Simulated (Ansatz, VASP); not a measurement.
# WS2: VASP beside Ansatz

Contents of INCAR:

```
SYSTEM = WS2
PREC     = Accurate       ! precision mode
ENCUT    = 500            ! plane-wave cutoff, eV
EDIFF    = 1E-6           ! SCF threshold, eV
ISMEAR   = 0              ! smearing method
SIGMA    = 0.02           ! smearing width, eV
LREAL    = .FALSE.        ! projectors in reciprocal space
LASPH    = .TRUE.         ! aspherical terms in the spheres
NELM     = 120            ! most SCF steps
ALGO     = Normal         ! electronic algorithm
ISIF     = 2              ! what is computed and relaxed
LWAVE    = .FALSE.        ! write WAVECAR
LCHARG   = .TRUE.         ! write CHGCAR
GGA      = PS             ! functional
LELF     = .TRUE.         ! ELF
LVHAR    = .TRUE.       
NBANDS   = 35             ! bands
GGA_COMPAT= .FALSE.
```

Contents of KPOINTS:

```
Automatic mesh
0
G
  12 12 2
  0 0 0
```

File POSCAR:

```
WS2
1.0
    3.0202400161      0.0016451500      0.0000000000
   -1.5086210611      2.7455555105      0.0000000000
    0.0000000000      0.0000000000     12.7779415531
W S
2 4
Direct
    0.3335766073      0.6671437979      0.2500000000
    0.6664233927      0.3328562021      0.7500000000
    0.3358134960      0.6719108414      0.6258784343
    0.6641865040      0.3280891586      0.1258784343
    0.3358134960      0.6719108414      0.8741215657
    0.6641865040      0.3280891586      0.3741215657
```

Input for Ansatz:

```yaml
crystal:
  lattice:
    - [3.0202400161, 0.00164515, 0.0]
    - [-1.5086210611, 2.7455555105, 0.0]
    - [0.0, 0.0, 12.7779415531]
  atoms:
    - { symbol: W, position: [0.3335766073, 0.6671437979, 0.25] }
    - { symbol: W, position: [0.6664233927, 0.3328562021, 0.75] }
    - { symbol: S, position: [0.335813496, 0.6719108414, 0.6258784343] }
    - { symbol: S, position: [0.664186504, 0.3280891586, 0.1258784343] }
    - { symbol: S, position: [0.335813496, 0.6719108414, 0.8741215657] }
    - { symbol: S, position: [0.664186504, 0.3280891586, 0.3741215657] }
basis:
  ecutwfc: 420
kpoints:
  mp_grid: { grid: [12, 12, 2] }
  band_path: { path: [VBM, CBM], npoints: 2 }
hamiltonian:
  xc: pbesol
scf:
  occupations: { method: gaussian, width: 0.02 }
output:
  forces: true
  stress: true
  eigenvalues: true
checkpoint:
  read: start.run
  write: ck
  compress: false
  write_wavefunctions: false
  write_every: 100000
```

Alike in both runs: task single point; functional PBEsol; k mesh 12 × 12 × 2; occupations gaussian, width 0.02 eV; no spin polarisation.

|  | VASP | Ansatz |
| --- | --- | --- |
| version | VASP 6.6.1 | Ansatz 0.2.0 |
| potentials or method | VASP PAW PBE potentials, release 64 (W_sv, S), cutoff 500 eV | scalar-relativistic, plane waves, PAW |
| valence electrons in the cell | 52 | 52 |

Ansatz gave:

- gap on the k mesh at the Fermi level (eV): 1.16
- least direct gap on the mesh (eV): 2.10
- pressure (GPa): 3.6
- traceless stress, the component that is largest in VASP (GPa): 7.32
- rms of the force components (eV/Å): 0.000

Problem. Which values does VASP return?

Solution. gap on the k mesh at the Fermi level (eV): 1.17; least direct gap on the mesh (eV): 2.10; pressure (GPa): 3.8; traceless stress, the component that is largest in VASP (GPa): 7.34; rms of the force components (eV/Å): 0.010.

VASP's potentials were made for PBE, not for PBEsol. Atom by atom the forces differ by 0.010 eV/Å (rms over components). With one functional, cell and mesh, what is left measures potentials, basis and numerics.

Spin-orbit coupling is off throughout.
